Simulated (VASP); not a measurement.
# K2HfSe3 (P6/mmm) in VASP: relaxation of cell and atoms with PBE

Aim: the relaxation of cell and atoms of K2HfSe3 with PBE.

All numbers are computed with VASP 6.6.1; they aren't measurements. Logs are shortened: lines on timing, memory, paths and dates and some standing lists are left out, and cuts for length are marked.

## 1. The cell of the first run

The structure is hexagonal, space group P6/mmm (No. 191). Conventional cell: a = 6.391 Å, b = 6.391 Å, c = 5.000 Å, α = 90.00°, β = 90.00°, γ = 120.00°. K (site symmetry -6m2) has 6 Se at 3.11 Å and 3 Hf at 3.69 Å and 3 K at 3.69 Å within 4.1 Å. Hf (site symmetry 6/mmm) has 6 K at 3.69 Å and 12 Se at 4.06 Å within 4.8 Å. Se (site symmetry mmm) has 4 K at 3.11 Å and 4 Se at 3.20 Å and 4 Hf at 4.06 Å within 4.1 Å.

The cell was generated, and may not be a known phase.

## 2. Relaxation of cell and atoms, PBE

File INCAR:

```
SYSTEM = K2HfSe3
PREC     = Accurate       ! precision mode
ENCUT    = 600            ! plane-wave cutoff, eV
EDIFF    = 1E-6           ! SCF threshold, eV
ISMEAR   = 0              ! smearing method
SIGMA    = 0.1            ! smearing width, eV
LREAL    = .FALSE.        ! projectors in reciprocal space
LASPH    = .TRUE.         ! aspherical terms in the spheres
NELM     = 100            ! most SCF steps
ALGO     = Normal         ! electronic algorithm
ISIF     = 3              ! what is computed and relaxed
LWAVE    = .FALSE.        ! write WAVECAR
LCHARG   = .FALSE.        ! write CHGCAR
GGA      = PE             ! functional
IBRION   = 2              ! ionic algorithm
NSW      = 100            ! ionic steps
EDIFFG   = -0.01          ! ionic threshold
```

File KPOINTS:

```
regular mesh
0
G
  6 6 8
  0 0 0
```

File POSCAR:

```
K2HfSe3
1.0
    6.3905203860      0.0000000000      0.0000000000
   -3.1952601930      5.5343529977      0.0000000000
    0.0000000000      0.0000000000      4.9996071551
K Hf Se
2 1 3
Direct
    0.6666666667      0.3333333333      0.0000000000
    0.3333333333      0.6666666667      0.0000000000
    0.0000000000      0.0000000000      0.0000000000
    0.0000000000      0.5000000000      0.5000000000
    0.5000000000      0.0000000000      0.5000000000
    0.5000000000      0.5000000000      0.5000000000
```

Potentials or basis: VASP PAW PBE potentials, release 64 (K_sv, Hf_pv, Se).

On the command line:

```console
cat potpaw_PBE.64/K_sv/POTCAR potpaw_PBE.64/Hf_pv/POTCAR potpaw_PBE.64/Se/POTCAR > POTCAR
mpirun -np 1 vasp_std > vasp.out
```

OUTCAR:

```text
SYSTEM = K2HfSe3
   PREC = Accurate
   ENCUT = 600
   EDIFF = 1E-6
   ISMEAR = 0
   LREAL = .FALSE.
   LASPH = .TRUE.
   NELM = 100
   ISIF = 3
   GGA = PE
   IBRION = 2
   NSW = 100
   EDIFFG = -0.01

 ion  position               nearest neighbor table
   1  0.667  0.333  0.000-   4 3.11   4 3.11   5 3.11   5 3.11   6 3.11   6 3.11   2 3.69   3 3.69
                             2 3.69   3 3.69   3 3.69   2 3.69
   2  0.333  0.667  0.000-   4 3.11   4 3.11   5 3.11   5 3.11   6 3.11   6 3.11   3 3.69   1 3.69
                             1 3.69   3 3.69   3 3.69   1 3.69
   3  0.000  0.000  0.000-   1 3.69   2 3.69   1 3.69   2 3.69   1 3.69   2 3.69
   4  0.000  0.500  0.500-   1 3.11   2 3.11   1 3.11   2 3.11
   5  0.500  0.000  0.500-   1 3.11   2 3.11   1 3.11   2 3.11
   6  0.500  0.500  0.500-   1 3.11   2 3.11   1 3.11   2 3.11

  LATTYP: Found a hexagonal cell.
 ALAT       =     6.3905203860
 C/A-ratio  =     0.7823474229

  Lattice vectors:

 A1 = (   6.3905203860,   0.0000000000,   0.0000000000)
 A2 = (  -3.1952601930,   5.5343529977,   0.0000000000)
 A3 = (   0.0000000000,   0.0000000000,   4.9996071551)

Analysis of symmetry for initial positions (statically):
=====================================================================
 Subroutine PRICEL returns:
 Original cell was already a primitive cell.

 Routine SETGRP: Setting up the symmetry group for a
 hexagonal supercell.

 Subroutine GETGRP returns: Found 24 space group operations
 (whereof 24 operations were pure point group operations)
 out of a pool of 24 trial point group operations.

The static configuration has the point symmetry D_6h.

Analysis of symmetry for dynamics (positions and initial velocities):
=====================================================================
 Subroutine PRICEL returns:
 Original cell was already a primitive cell.

 Routine SETGRP: Setting up the symmetry group for a
 hexagonal supercell.

 Subroutine GETGRP returns: Found 24 space group operations
 (whereof 24 operations were pure point group operations)
 out of a pool of 24 trial point group operations.

The dynamic configuration has the point symmetry D_6h.

 Subroutine INISYM returns: Found 24 space group operations
 (whereof 24 operations are pure point group operations),
 and found     1 'primitive' translations

----------------------------------------------------------------------------------------

                                     Primitive cell

  volume of cell :     176.8231

  direct lattice vectors                    reciprocal lattice vectors
     6.390520386  0.000000000  0.000000000     0.156481779  0.090344797  0.000000000
    -3.195260193  5.534352998  0.000000000     0.000000000  0.180689595  0.000000000
     0.000000000  0.000000000  4.999607155     0.000000000  0.000000000  0.200015715

  length of vectors
     6.390520386  6.390520386  4.999607155     0.180689595  0.180689595  0.200015715

  position of ions in fractional coordinates (direct lattice)
     0.666666667  0.333333333  0.000000000
     0.333333333  0.666666667  0.000000000
     0.000000000  0.000000000  0.000000000
     0.000000000  0.500000000  0.500000000
     0.500000000  0.000000000  0.500000000
     0.500000000  0.500000000  0.500000000

  ion indices of the primitive-cell ions
   primitive index   ion index
                 1           1
                 2           2
                 3           3
                 4           4
                 5           5
                 6           6

----------------------------------------------------------------------------------------

 KPOINTS: regular mesh

Automatic generation of k-mesh.
 Grid dimensions read from file:
 generate k-points for:    6    6    8

 Generating k-lattice:

  Cartesian coordinates                     Fractional coordinates (reciprocal lattice)
     0.026080297  0.015057466  0.000000000     0.166666667  0.000000000  0.000000000
     0.000000000  0.030114932  0.000000000     0.000000000  0.166666667  0.000000000
     0.000000000  0.000000000  0.025001964     0.000000000  0.000000000  0.125000000

  Length of vectors
     0.030114932  0.030114932  0.025001964

  Shift w.r.t. Gamma in fractional coordinates (k-lattice)
     0.000000000  0.000000000  0.000000000

 Subroutine IBZKPT returns following result:
 ===========================================

 Found     35 irreducible k-points:

 Following reciprocal coordinates:
            Coordinates               Weight
  0.000000  0.000000  0.000000      1.000000
  0.166667  0.000000  0.000000      6.000000
  0.333333  0.000000  0.000000      6.000000
  0.500000  0.000000  0.000000      3.000000
  0.166667  0.166667  0.000000      6.000000
  0.333333  0.166667  0.000000     12.000000
[... 16 lines left out ...]
  0.166667  0.000000  0.375000     12.000000
  0.333333  0.000000  0.375000     12.000000
 [... further k-points ...]
   k-points           NKPTS =     35   k-points in BZ     NKDIM =     35   number of bands    NBANDS=     27
   number of dos      NEDOS =    301   number of ions     NIONS =      6
   total plane-waves  NPLWV = 116640
   dimension x,y,z NGX =    54 NGY =   54 NGZ =   40
   dimension x,y,z NGXF=   108 NGYF=  108 NGZF=   80
   ions per type =               2   1   3
   NGX,Y,Z   is equivalent  to a cutoff of  14.05, 14.05, 13.30 a.u.
   NGXF,Y,Z  is equivalent  to a cutoff of  28.10, 28.10, 26.60 a.u.
 SYSTEM =  K2HfSe3
   PREC   = accura    normal or accurate (medium, high low for compatibility)
   ISTART =      0    job   : 0-new  1-cont  2-samecut
   ICHARG =      2    charge: 1-file 2-atom 10-const
   ISPIN  =      1    spin polarized calculation?
   LNONCOLLINEAR =      F non collinear calculations
   LSORBIT =      F    spin-orbit coupling
   LASPH  =      T    aspherical Exc in radial PAW
   ENCUT  =  600.0 eV  44.10 Ry    6.64 a.u.  12.76 12.76  9.99*2*pi/ulx,y,z
   NELM   =    100;   NELMIN=  2; NELMDL= -5     # of ELM steps
   EDIFF  = 0.1E-05   stopping-criterion for ELM
   LREAL  =      F    real-space projection
   EDIFFG = -.1E-01   stopping-criterion for IOM
   NSW    =    100    number of steps for IOM
   IBRION =      2    ionic relax: 0-MD 1-quasi-New 2-CG
   NFREE  =      1    steps in history (QN), initial steepest desc. (CG)
   ISIF   =      3    stress and relaxation
   ISYM   =      2    0-nonsym 1-usesym 2-fastsym
   POTIM  = 0.5000    time-step for ionic-motion
   TEBEG  =    0.0;   TEEND  =   0.0 temperature during run
   PSTRESS=    0.0 pullay stress
   NELECT =      46.0000    total number of electrons
   NUPDOWN=      -1.0000    fix difference up-down
   EMIN   =  10.00;   EMAX   =-10.00  energy-range for DOS
   EFERMI =   0.00;   METHOD = LEGACY
   ISMEAR =     0;   SIGMA  =   0.10  broadening in eV -4-tet -1-fermi 0-gaus
   EFERMI_NEDOS =   21; number of points for ismear=-14 and -15
   IALGO  =     38    algorithm
   IMIX   =      4    mixing-type and parameters
     AMIX     =   0.40;   BMIX     =  1.00
     AMIX_MAG =   1.60;   BMIX_MAG =  1.00
  volume/ion in A,a.u.               =      29.47       198.88
  Fermi-wavevector in a.u.,A,eV,Ry     =   1.045076  1.974907 14.860057  1.092183
  Thomas-Fermi vector in A             =   2.179856
   LORBIT       =      0    0 simple, 1 ext, 2 COOP (PROOUT), +10 PAW based schemes
   GGA     = PE    functional components
   LHFCALC =     F    Hartree Fock is set to
   AEXX    =    0.0000 exact exchange contribution
   IVDW    =     0    specifies the selected vdW correction
   LEPSILON=     F    determine dielectric tensor
   LRPA    =     F    only Hartree local field effects (RPA)
 conjugate gradient relaxation of ions
 non-spin polarized calculation
 Gauss-broadening in eV      SIGMA  =   0.10
  energy-cutoff  :      600.00
  volume of cell :      176.82
 maximum number of plane-waves:      5930
 NGX is ok and might be reduce to    54
   NGX = 25   NGY = 25   NGZ = 19

--------------------------------------- Ionic step        1  -------------------------------------------

 number of electron      45.9999992 magnetization

 Free energy of the ion-electron system (eV)
  ---------------------------------------------------
  ext. energy  EPLUGINS =         0.00000000
  ---------------------------------------------------
  free energy    TOTEN  =       -19.77289129 eV

  energy without entropy =      -19.73260479  energy(sigma->0) =      -19.75274804

------------------------ aborting loop because EDIFF is reached ----------------------------------------

  FORCE on cell =-STRESS in cart. coord.  units (eV):
  Direction    XX          YY          ZZ          XY          YZ          ZX
  --------------------------------------------------------------------------------------
  -------------------------------------------------------------------------------------
  Total       -0.4284959     -0.4284959      1.4911345     -0.0000000     -0.0000000      0.0000000
  in kB       -3.8825606     -3.8825606     13.5110290     -0.0000000     -0.0000000      0.0000000
  external PRESSURE =       1.9153026 kB  Pullay stress =       0.0000000 kB
[... 185 lines left out ...]
  energy  without entropy=      -19.7531963690  energy(sigma->0) =      -19.77637933

--------------------------------------- Ionic step        6  -------------------------------------------

 number of electron      46.0000003 magnetization

 Free energy of the ion-electron system (eV)
  ---------------------------------------------------
  ext. energy  EPLUGINS =         0.00000000
  ---------------------------------------------------
  free energy    TOTEN  =       -19.79971818 eV

  energy without entropy =      -19.75339127  energy(sigma->0) =      -19.77655473

 E-fermi :   2.3354     XC(G=0):  -8.8580

 val. band max:        2.3311955146   @ k =   0.1667   0.0000   0.2500
 cond. band min:       2.3384385177   @ k =   0.3333   0.3333   0.2500
 fundamental gap:      0.0072430031
 Fermi energy:         2.3354452184

 k-point     1 :       0.0000    0.0000    0.0000
  band No.  band energies     occupation
      1     -30.9394      2.00000
      2     -30.7761      2.00000
      3     -30.7761      2.00000
      4     -27.6266      2.00000
      5     -27.5700      2.00000
      6     -11.5061      2.00000
[... 709 lines left out ...]
     26       2.6784      0.00000
     27       2.8683      0.00000

 [... further k-points ...]

------------------------ aborting loop because EDIFF is reached ----------------------------------------

  FORCE on cell =-STRESS in cart. coord.  units (eV):
  Direction    XX          YY          ZZ          XY          YZ          ZX
  --------------------------------------------------------------------------------------
  -------------------------------------------------------------------------------------
  Total       -0.0002246     -0.0002246     -0.0194638      0.0000000      0.0000000     -0.0000000
  in kB       -0.0020387     -0.0020387     -0.1766515      0.0000000      0.0000000     -0.0000000
  external PRESSURE =      -0.0602429 kB  Pullay stress =       0.0000000 kB
[... 21 lines left out ...]
  FREE ENERGIE OF THE ION-ELECTRON SYSTEM (eV)
  ---------------------------------------------------
  free  energy   TOTEN  =       -19.7997181823 eV

  energy  without entropy=      -19.7533912689  energy(sigma->0) =      -19.77655473

 reached required accuracy - stopping structural energy minimisation
```

Wall time 13 min (1 thread of Intel Xeon 6975P-C (Granite Rapids), shared host); peak memory 0.5 GiB.

Results:

```yaml
Free_energy: -19.7997 eV
Relaxed_volume: 29.42 Å³/atom
Relaxed_cell: a = 6.297 Å, b = 6.297 Å, c = 5.141 Å, α = 90.00°, β = 90.00°, γ = 120.00°
Space_group_after_relaxing_to_0.1_Å: P6/mmm (No. 191)
Energy_gained_by_relaxing: 4.5 meV/atom
Ionic_steps: 6
Pressure_after_relaxing: 0.0 GPa
Band_gap_on_the_k_mesh: zero (bands 23 and 24 overlap by 0.69 eV)
```

Step by step:
```
step  energy change (eV)  largest force (eV/Å)  pressure (GPa)  volume (Å³)
   1              0.0000                0.0000            0.19       176.82
   2             -0.0162                0.0000           -0.04       177.71
   3             -0.0233                0.0000           -0.41       179.23
   4             -0.0240                0.0000           -0.33       178.88
   5             -0.0267                0.0000           -0.08       177.08
   6             -0.0268                0.0000           -0.01       176.53
```

Final structure:
```
CELL_PARAMETERS angstrom
6.29696 0.00000 0.00000
-3.14848 5.45332 0.00000
0.00000 0.00000 5.14078
ATOMIC_POSITIONS crystal
K 0.66667 0.33333 0.00000
K 0.33333 0.66667 0.00000
Hf 0.00000 0.00000 0.00000
Se 0.00000 0.50000 0.50000
Se 0.50000 0.00000 0.50000
Se 0.50000 0.50000 0.50000
```

Levels at points of the mesh, in eV from the Fermi level:
```csv
k point,band 19,band 20,band 21,band 22,band 23,band 24,band 25,band 26,band 27
"(0.00, 0.00, 0.00)",-2.38,-1.75,-1.75,-0.35,0.16,0.16,0.17,0.17,0.69
"(0.50, 0.00, 0.00)",-2.05,-1.94,-1.90,-1.68,-0.65,-0.09,0.35,0.38,0.54
"(0.00, 0.00, 0.50)",-1.73,-1.73,-0.43,0.49,0.60,0.60,0.62,0.62,0.73
"(0.50, 0.00, 0.50)",-2.16,-1.83,-1.62,-1.57,-1.28,0.06,0.18,0.39,0.55
```

Caveat: spin-orbit coupling is left out, which moves the levels of the heavy elements.
